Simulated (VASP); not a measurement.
# SnO (P4/nmm) in VASP: a series of runs

The runs below take SnO through single point, with PBEsol.

All numbers are computed with VASP 6.6.1; they aren't measurements. Logs are shortened: lines on timing, memory, paths and dates and some standing lists are left out, and cuts for length are marked.

**1. The cell of the first run**

The structure is tetragonal, space group P4/nmm (No. 129). Conventional cell: a = 3.729 Å, b = 3.729 Å, c = 4.810 Å, α = 90.00°, β = 90.00°, γ = 90.00°. Within 2.9 Å of Sn (site symmetry 4mm) lie 4 O at 2.20 Å. Within 2.9 Å of O (site symmetry -4m2) lie 4 Sn at 2.20 Å and 4 O at 2.64 Å.

**2. Single point, PBEsol (biaxial strain in the a-b plane: -2.0 %)**

Contents of INCAR:

```
PREC = Accurate ; ENCUT = 520
EDIFF = 1E-6 ; ISMEAR = 0
SIGMA = 0.1 ; LREAL = F
LASPH = T ; NELM = 100
ALGO = Normal ; ISIF = 2
LWAVE = F ; LCHARG = F
GGA = PS ; NBANDS = 28
```

Contents of KPOINTS:

```
Automatic mesh
0
Gamma
  14 14 12
```

Contents of POSCAR:

```
SnO
1.0
    3.7291880916      0.0000000000      0.0000000000
    0.0000000000      3.7291880916      0.0000000000
    0.0000000000      0.0000000000      4.8104727442
Sn O
2 2
Direct
    0.0000000000      0.5000000000      0.2423994252
    0.5000000000      0.0000000000      0.7576005748
    0.5000000000      0.5000000000      0.0000000000
    0.0000000000      0.0000000000      0.0000000000
```

Potentials or basis: VASP PAW PBE potentials, release 64 (Sn_d, O).

The run is started by

```bash
> cat potpaw_PBE.64/Sn_d/POTCAR potpaw_PBE.64/O/POTCAR > POTCAR
> mpirun -np 1 vasp_std > vasp.out
```

OUTCAR:

```text
PREC = Accurate
   ENCUT = 520
   EDIFF = 1E-6
   ISMEAR = 0
   LREAL = F
   LASPH = T
   NELM = 100
   ISIF = 2
   GGA = PS

 ion  position               nearest neighbor table
   1  0.000  0.500  0.242-   3 2.20   4 2.20   4 2.20   3 2.20   2 3.52   2 3.52   2 3.52   2 3.52
                             2 3.62   2 3.62   2 3.62   2 3.62
   2  0.500  0.000  0.758-   3 2.20   4 2.20   3 2.20   4 2.20   1 3.52   1 3.52   1 3.52   1 3.52
                             1 3.62   1 3.62   1 3.62   1 3.62
   3  0.500  0.500  0.000-   1 2.20   2 2.20   2 2.20   1 2.20
   4  0.000  0.000  0.000-   1 2.20   2 2.20   1 2.20   2 2.20

  LATTYP: Found a simple tetragonal cell.
 ALAT       =     3.7291880916
 C/A-ratio  =     1.2899517606

  Lattice vectors:

 A1 = (   3.7291880916,   0.0000000000,   0.0000000000)
 A2 = (   0.0000000000,   3.7291880916,   0.0000000000)
 A3 = (   0.0000000000,   0.0000000000,   4.8104727442)

Analysis of symmetry for initial positions (statically):
=====================================================================
 Subroutine PRICEL returns:
 Original cell was already a primitive cell.

 Routine SETGRP: Setting up the symmetry group for a
 simple tetragonal supercell.

 Subroutine GETGRP returns: Found 16 space group operations
 (whereof  8 operations were pure point group operations)
 out of a pool of 16 trial point group operations.

The static configuration has the point symmetry D_2d.
 The point group associated with its full space group is D_4h.

Analysis of symmetry for dynamics (positions and initial velocities):
=====================================================================
 Subroutine PRICEL returns:
 Original cell was already a primitive cell.

 Routine SETGRP: Setting up the symmetry group for a
 simple tetragonal supercell.

 Subroutine GETGRP returns: Found 16 space group operations
 (whereof  8 operations were pure point group operations)
 out of a pool of 16 trial point group operations.

The dynamic configuration has the point symmetry D_2d.
 The point group associated with its full space group is D_4h.

 Subroutine INISYM returns: Found 16 space group operations
 (whereof  8 operations are pure point group operations),
 and found     1 'primitive' translations

----------------------------------------------------------------------------------------

                                     Primitive cell

  volume of cell :      66.8985

  direct lattice vectors                    reciprocal lattice vectors
     3.729188092  0.000000000  0.000000000     0.268154884  0.000000000  0.000000000
     0.000000000  3.729188092  0.000000000     0.000000000  0.268154884  0.000000000
     0.000000000  0.000000000  4.810472744     0.000000000  0.000000000  0.207879777

  length of vectors
     3.729188092  3.729188092  4.810472744     0.268154884  0.268154884  0.207879777

  position of ions in fractional coordinates (direct lattice)
     0.000000000  0.500000000  0.242399425
     0.500000000  0.000000000  0.757600575
     0.500000000  0.500000000  0.000000000
     0.000000000  0.000000000  0.000000000

  ion indices of the primitive-cell ions
   primitive index   ion index
                 1           1
                 2           2
                 3           3
                 4           4

----------------------------------------------------------------------------------------

 KPOINTS: Automatic mesh

Automatic generation of k-mesh.
 Grid dimensions read from file:
 generate k-points for:   14   14   12

 Generating k-lattice:

  Cartesian coordinates                     Fractional coordinates (reciprocal lattice)
     0.019153920  0.000000000  0.000000000     0.071428571  0.000000000  0.000000000
     0.000000000  0.019153920  0.000000000     0.000000000  0.071428571  0.000000000
     0.000000000  0.000000000  0.017323315     0.000000000  0.000000000  0.083333333

  Length of vectors
     0.019153920  0.019153920  0.017323315

  Shift w.r.t. Gamma in fractional coordinates (k-lattice)
     0.000000000  0.000000000  0.000000000

 Subroutine IBZKPT returns following result:
 ===========================================

 Found    252 irreducible k-points:

 Following reciprocal coordinates:
            Coordinates               Weight
  0.000000  0.000000  0.000000      1.000000
  0.071429  0.000000  0.000000      4.000000
  0.142857  0.000000  0.000000      4.000000
  0.214286  0.000000  0.000000      4.000000
  0.285714  0.000000  0.000000      4.000000
  0.357143  0.000000  0.000000      4.000000
[... 16 lines left out ...]
  0.285714  0.214286  0.000000      8.000000
  0.357143  0.214286  0.000000      8.000000
 [... further k-points ...]
   k-points           NKPTS =    252   k-points in BZ     NKDIM =    252   number of bands    NBANDS=     28
   number of dos      NEDOS =    301   number of ions     NIONS =      4
   total plane-waves  NPLWV =  28224
   dimension x,y,z NGX =    28 NGY =   28 NGZ =   36
   dimension x,y,z NGXF=    56 NGYF=   56 NGZF=   72
   ions per type =               2   2
   NGX,Y,Z   is equivalent  to a cutoff of  12.48, 12.48, 12.44 a.u.
   NGXF,Y,Z  is equivalent  to a cutoff of  24.96, 24.96, 24.88 a.u.
 SYSTEM =  unknown system
   PREC   = accura    normal or accurate (medium, high low for compatibility)
   ISTART =      0    job   : 0-new  1-cont  2-samecut
   ICHARG =      2    charge: 1-file 2-atom 10-const
   ISPIN  =      1    spin polarized calculation?
   LNONCOLLINEAR =      F non collinear calculations
   LSORBIT =      F    spin-orbit coupling
   LASPH  =      T    aspherical Exc in radial PAW
   ENCUT  =  520.0 eV  38.22 Ry    6.18 a.u.   6.93  6.93  8.94*2*pi/ulx,y,z
   NELM   =    100;   NELMIN=  2; NELMDL= -5     # of ELM steps
   EDIFF  = 0.1E-05   stopping-criterion for ELM
   LREAL  =      F    real-space projection
   EDIFFG = 0.1E-04   stopping-criterion for IOM
   NSW    =      0    number of steps for IOM
   IBRION =     -1    ionic relax: 0-MD 1-quasi-New 2-CG
   NFREE  =      0    steps in history (QN), initial steepest desc. (CG)
   ISIF   =      2    stress and relaxation
   ISYM   =      2    0-nonsym 1-usesym 2-fastsym
   POTIM  = 0.5000    time-step for ionic-motion
   TEBEG  =    0.0;   TEEND  =   0.0 temperature during run
   PSTRESS=    0.0 pullay stress
   NELECT =      40.0000    total number of electrons
   NUPDOWN=      -1.0000    fix difference up-down
   EMIN   =  10.00;   EMAX   =-10.00  energy-range for DOS
   EFERMI =   0.00;   METHOD = LEGACY
   ISMEAR =     0;   SIGMA  =   0.10  broadening in eV -4-tet -1-fermi 0-gaus
   EFERMI_NEDOS =   21; number of points for ismear=-14 and -15
   IALGO  =     38    algorithm
   IMIX   =      4    mixing-type and parameters
     AMIX     =   0.40;   BMIX     =  1.00
     AMIX_MAG =   1.60;   BMIX_MAG =  1.00
  volume/ion in A,a.u.               =      16.72       112.86
  Fermi-wavevector in a.u.,A,eV,Ry     =   1.379186  2.606283 25.880362  1.902153
  Thomas-Fermi vector in A             =   2.504178
   LORBIT       =      0    0 simple, 1 ext, 2 COOP (PROOUT), +10 PAW based schemes
   GGA     = PS    functional components
   LHFCALC =     F    Hartree Fock is set to
   AEXX    =    0.0000 exact exchange contribution
   IVDW    =     0    specifies the selected vdW correction
   LEPSILON=     F    determine dielectric tensor
   LRPA    =     F    only Hartree local field effects (RPA)
 non-spin polarized calculation
 Gauss-broadening in eV      SIGMA  =   0.10
  energy-cutoff  :      520.00
  volume of cell :       66.90
 maximum number of plane-waves:      1828
 NGX is ok and might be reduce to    28
   NGX = 13   NGY = 13   NGZ = 17

 number of electron      39.9999991 magnetization

 Free energy of the ion-electron system (eV)
  ---------------------------------------------------
  ext. energy  EPLUGINS =         0.00000000
  ---------------------------------------------------
  free energy    TOTEN  =       -24.17511677 eV

  energy without entropy =      -24.17321791  energy(sigma->0) =      -24.17416734

 E-fermi :   7.7612     XC(G=0): -10.7313

 val. band max:        7.7506878701   @ k =   0.0714   0.0000   0.0833
 cond. band min:       7.7963930567   @ k =   0.4286   0.4286   0.0833
 fundamental gap:      0.0457051865
 Fermi energy:         7.7612475206

 k-point     1 :       0.0000    0.0000    0.0000
  band No.  band energies     occupation
      1     -14.4402      2.00000
      2     -13.9387      2.00000
      3     -13.9341      2.00000
      4     -13.9341      2.00000
      5     -13.8733      2.00000
      6     -13.8701      2.00000
[... 20 lines left out ...]
     27      14.3036      0.00000
     28      14.6257      0.00000

 k-point     2 :       0.0714    0.0000    0.0000
  band No.  band energies     occupation
      1     -14.4376      2.00000
      2     -13.9371      2.00000
      3     -13.9334      2.00000
      4     -13.9325      2.00000
      5     -13.8739      2.00000
      6     -13.8677      2.00000
[... 20 lines left out ...]
     27      14.4206      0.00000
     28      15.1461      0.00000

 k-point     3 :       0.1429    0.0000    0.0000
  band No.  band energies     occupation
      1     -14.4302      2.00000
      2     -13.9510      2.00000
      3     -13.9308      2.00000
      4     -13.9277      2.00000
      5     -13.9029      2.00000
      6     -13.8755      2.00000
[... 20 lines left out ...]
     27      14.5398      0.00000
     28      16.3013      0.00000

 k-point     4 :       0.2143    0.0000    0.0000
  band No.  band energies     occupation
      1     -14.4186      2.00000
      2     -14.0334      2.00000
      3     -13.9262      2.00000
      4     -13.9202      2.00000
      5     -13.9059      2.00000
      6     -13.8776      2.00000
[... 578 lines left out ...]
     27      16.1736      0.00000
     28      16.6440      0.00000

 k-point    23 :       0.2857    0.2143    0.0000
  band No.  band energies     occupation
      1     -14.4036      2.00000
      2     -14.2124      2.00000
      3     -13.9265      2.00000
      4     -13.8964      2.00000
      5     -13.8842      2.00000
      6     -13.8841      2.00000
[... 20 lines left out ...]
     27      15.4814      0.00000
     28      16.6206      0.00000

 k-point    24 :       0.3571    0.2143    0.0000
  band No.  band energies     occupation
      1     -14.3938      2.00000
      2     -14.2698      2.00000
      3     -13.9156      2.00000
      4     -13.8903      2.00000
      5     -13.8867      2.00000
      6     -13.8841      2.00000
[... 20 lines left out ...]
     27      15.2507      0.00000
     28      16.3559      0.00000

 [... further k-points ...]

------------------------ aborting loop because EDIFF is reached ----------------------------------------

  FORCE on cell =-STRESS in cart. coord.  units (eV):
  Direction    XX          YY          ZZ          XY          YZ          ZX
  --------------------------------------------------------------------------------------
  -------------------------------------------------------------------------------------
  Total        1.9834480      1.9834480      0.6524285      0.0000000     -0.0000000      0.0000000
  in kB       47.5023477     47.5023477     15.6252564      0.0000000     -0.0000000      0.0000000
  external PRESSURE =      36.8766506 kB  Pullay stress =       0.0000000 kB

 VOLUME and BASIS-vectors are now :
 -----------------------------------------------------------------------------
  energy-cutoff  :      520.00
  volume of cell :       66.90
      direct lattice vectors                 reciprocal lattice vectors
     3.729188092  0.000000000  0.000000000     0.268154884  0.000000000  0.000000000
     0.000000000  3.729188092  0.000000000     0.000000000  0.268154884  0.000000000
     0.000000000  0.000000000  4.810472744     0.000000000  0.000000000  0.207879777

 POSITION                                       TOTAL-FORCE (eV/Angst)
 -----------------------------------------------------------------------------------
      0.00000      1.86459      1.16606        -0.000000      0.000000      0.369276
      1.86459      0.00000      3.64442         0.000000      0.000000     -0.369276
      1.86459      1.86459      0.00000        -0.000000      0.000000      0.000000
      0.00000      0.00000      0.00000        -0.000000      0.000000      0.000000
 -----------------------------------------------------------------------------------
    total drift:                                0.000000      0.000000      0.000000

  FREE ENERGIE OF THE ION-ELECTRON SYSTEM (eV)
  ---------------------------------------------------
  free  energy   TOTEN  =       -24.1751167714 eV

  energy  without entropy=      -24.1732179098  energy(sigma->0) =      -24.17416734
```

It took 6.5 min on 1 thread of Intel Xeon 8259CL, shared host; peak memory 0.46 GiB.

What came out:

| Quantity | Value |
| --- | --- |
| Free energy | -24.1751 eV |
| Pressure | 3.7 GPa |
| Largest force | 0.369 eV/Å |
| Band gap on the k mesh | zero (bands 20 and 21 overlap by 0.36 eV) |

Forces on the atoms (eV/Å):
```
Sn   0.000  0.000  0.369
Sn   0.000  0.000 -0.369
O    0.000  0.000  0.000
O    0.000  0.000  0.000
```

Caveat: the cell differs from its parent crystal (biaxial strain in the a-b plane: -2.0 %); the cell stands under pressure; semilocal functionals underestimate gaps, and a narrow one can read as zero; the PAW data sets were made with another functional, which shifts forces and pressure a little; spin-orbit coupling is left out, which moves the levels of the heavy elements.

**3. Single point, PBEsol**

This run uses another cell than the first one, of 17.21 Å³/atom.

Contents of INCAR:

```
PREC = Accurate
ENCUT = 520
EDIFF = 1E-7
ISMEAR = 0
SIGMA = 0.1
LREAL = F
LASPH = T
NELM = 80
ALGO = Normal
ISIF = 2
LWAVE = F
LCHARG = F
GGA = PS
NBANDS = 28
```

KPOINTS is that of step 2.

Contents of POSCAR:

```
SnO
1.0
    3.8052939710      0.0000000000      0.0000000000
    0.0000000000      3.8052939710      0.0000000000
    0.0000000000      0.0000000000      4.7534315654
Sn O
2 2
Direct
    0.0000000000      0.5000000000      0.2423994252
    0.5000000000      0.0000000000      0.7576005748
    0.5000000000      0.5000000000      0.0000000000
    0.0000000000      0.0000000000      0.0000000000
```

Potentials or basis: VASP PAW PBE potentials, release 64 (Sn_d, O).

The run is started by

```bash
> cat potpaw_PBE.64/Sn_d/POTCAR potpaw_PBE.64/O/POTCAR > POTCAR
> mpirun -np 1 vasp_std > vasp.out
```

Run time: 7.1 min. Hardware: 1 thread of Intel Xeon 8259CL, shared host; peak memory 0.47 GiB.

It converged, with:

| Item | Value |
| --- | --- |
| Free energy | -24.2146 eV |
| Pressure | 0.2 GPa |
| Largest force | 0.086 eV/Å |
| Band gap on the k mesh | zero (bands 20 and 21 overlap by 0.10 eV) |

Forces on the atoms (eV/Å):
```
Sn   0.000  0.000  0.086
Sn   0.000  0.000 -0.086
O    0.000  0.000  0.000
O    0.000  0.000  0.000
```

Levels at points of the mesh, in eV from the Fermi level:
| k point | band 18 | band 19 | band 20 | band 21 | band 22 | band 23 |
| --- | --- | --- | --- | --- | --- | --- |
| (0.00, 0.00, 0.00) | -3.25 | -3.25 | -0.07 | 2.06 | 4.45 | 4.50 |
| (0.50, 0.00, 0.00) | -4.96 | -2.84 | -2.84 | 3.19 | 3.19 | 5.79 |
| (0.50, 0.50, 0.00) | -2.58 | -1.95 | -1.95 | -0.15 | -0.15 | 4.35 |
| (0.00, 0.00, 0.50) | -3.27 | -3.06 | -2.26 | 1.53 | 2.72 | 2.72 |
| (0.50, 0.00, 0.50) | -4.91 | -1.80 | -1.80 | 2.58 | 2.58 | 5.24 |
| (0.50, 0.50, 0.50) | -2.85 | -2.58 | -2.58 | 2.22 | 2.22 | 4.09 |

Caveat: semilocal functionals underestimate gaps, and a narrow one can read as zero; the PAW data sets were made with another functional, which shifts forces and pressure a little; spin-orbit coupling is left out, which moves the levels of the heavy elements.

The gap in the log of VASP goes by the Fermi energy; the results here count the filled bands.